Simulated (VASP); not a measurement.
Input of a VASP 6.6.1 run:

INCAR

```
SYSTEM = TiB2
PREC     = Accurate       ! precision mode
ENCUT    = 520            ! plane-wave cutoff, eV
EDIFF    = 1E-6           ! SCF threshold, eV
ISMEAR   = -1             ! smearing method
SIGMA    = 0.05           ! smearing width, eV
LREAL    = .FALSE.        ! projectors in reciprocal space
LASPH    = .TRUE.         ! aspherical terms in the spheres
NELM     = 100            ! most SCF steps
ALGO     = Normal         ! electronic algorithm
ISIF     = 2              ! what is computed and relaxed
LWAVE    = .FALSE.        ! write WAVECAR
LCHARG   = .TRUE.         ! write CHGCAR
GGA      = RP             ! functional
LELF     = .TRUE.         ! ELF
LVHAR    = .TRUE.       
NBANDS   = 16             ! bands
```

File KPOINTS:

```
Automatic mesh
0
G
  6 6 5
  0 0 0
```

File POSCAR:

```
TiB2
1.0
    3.0292000000      0.0000000000      0.0000000000
   -1.5146000000      2.6233641531      0.0000000000
    0.0000000000      0.0000000000      3.2284000000
Ti B
1 2
Direct
    0.0000000000      0.0000000000      0.0000000000
    0.6666666667      0.3333333333      0.5000000000
    0.3333333333      0.6666666667      0.5000000000
```

Potentials or basis: VASP PAW PBE potentials, release 64 (Ti_sv, B).

Run with:

```sh
$ cat potpaw_PBE.64/Ti_sv/POTCAR potpaw_PBE.64/B/POTCAR > POTCAR
$ mpirun -np 1 vasp_std > vasp.out
```

(1) Predict the band gap on the k mesh.

(2) Predict the pressure.

## Answers

(1) zero (filled and empty bands touch).

(2) 5.2 GPa.

Caveat: the k points lie up to 0.40 Å⁻¹ apart; the PAW data sets were made with another functional, which shifts forces and pressure a little.
